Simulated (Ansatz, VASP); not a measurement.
# Two plane-wave programs on BP

```xyz
2
Lattice="0.0000 2.2369 2.2369 2.2369 0.0000 2.2369 2.2369 2.2369 0.0000" Properties=species:S:1:pos:R:3 pbc="T T T"
B     0.0000    0.0000    0.0000
P     1.1184    1.1184    1.1184
```

Alike in both runs: task single point; functional LDA; k mesh 10 × 10 × 10; no spin polarisation.

|  | VASP | Ansatz |
| --- | --- | --- |
| version | VASP 6.6.1 | Ansatz 0.2.0 |
| potentials or method | VASP PAW LDA potentials, release 64 (B, P), cutoff 500 eV | scalar-relativistic, plane waves, PAW |
| occupations | gaussian, width 0.01 eV | fixed |
| valence electrons in the cell | 8 | 8 |

```tsv
	VASP	Ansatz	Ansatz less VASP
gap on the k mesh at the Fermi level (eV)	1.14	1.14	0.000
least direct gap on the mesh (eV)	3.45	3.45	-0.002
pressure (GPa)	1.9	2.0	+0.10
```

LDA's correlation is that of Perdew and Zunger in VASP and of Perdew and Wang (1992) in Ansatz.
